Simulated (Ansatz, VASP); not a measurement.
# One calculation of BP, two programs

File INCAR:

```
  PREC = Accurate
  ENCUT = 520
  EDIFF = 1E-6
  ISMEAR = 0
  SIGMA = 0.01
  LREAL = F
  LASPH = T
  NELM = 60
  ALGO = Normal
  ISIF = 2
  LWAVE = F
  LCHARG = T
  GGA = CA
  LELF = T
  LVHAR = T
  NBANDS = 11
```

Contents of KPOINTS:

```
regular mesh
0
Gamma
  8 8 8
```

Contents of POSCAR:

```
BP
1.0
    0.0000000000      2.2341562167      2.2341562167
    2.2341562167      0.0000000000      2.2341562167
    2.2341562167      2.2341562167      0.0000000000
B P
1 1
Direct
    0.0000000000      0.0000000000      0.0000000000
    0.7500000000      0.7500000000      0.7500000000
```

Input for Ansatz:

```yaml
crystal:
  lattice:
    - [0.0, 2.23415621673, 2.23415621673]
    - [2.23415621673, 0.0, 2.23415621673]
    - [2.23415621673, 2.23415621673, 0.0]
  atoms:
    - { symbol: B, position: [0.0, 0.0, 0.0] }
    - { symbol: P, position: [0.75, 0.75, 0.75] }
kpoints:
  mp_grid: { grid: [8, 8, 8] }
scf:
  occupations: { method: fixed }
  convergence: { dr2_threshold: 1.0e-10 }
hamiltonian:
  xc: lda
  pseudopotentials: { kind: paw }
output:
  forces: true
  stress: true
  eigenstates:
    kpoints:
      - [0.0, 0.0, 0.0]
      - [0.0, 0.416043776, 0.416043775]
      - [0.416043776, 0.0, 0.416043775]
      - [0.416043776, 0.416043775, 0.0]
      - [0.5, 0.5, 0.0]
      - [0.5, 0.0, 0.5]
      - [0.0, 0.5, 0.5]
      - [0.0, 0.5, 0.0]
      - [0.5, 0.0, 0.0]
      - [0.0, 0.0, 0.5]
      - [0.5, 0.5, 0.5]
  eigenvalues: true
```

Alike in both runs: task single point; functional LDA; k mesh 8 × 8 × 8; no spin polarisation.

|  | VASP | Ansatz |
| --- | --- | --- |
| version | VASP 6.6.1 | Ansatz 0.2.0 |
| potentials or method | VASP PAW LDA potentials, release 64 (B, P) | PAW with Ansatz's default frozen-core files, scalar-relativistic |
| plane-wave cutoff (eV) | 520 | 420 |
| occupations | gaussian, width 0.01 eV | fixed |
| valence electrons in the cell | 8 | 8 |

|  | VASP | Ansatz | Ansatz less VASP |
| --- | --- | --- | --- |
| gap on the k mesh at the Fermi level (eV) | 1.17 | 1.17 | -0.001 |
| pressure (GPa) | 2.6 | 2.7 | +0.12 |

LDA's correlation is that of Perdew and Zunger in VASP and of Perdew and Wang (1992) in Ansatz.
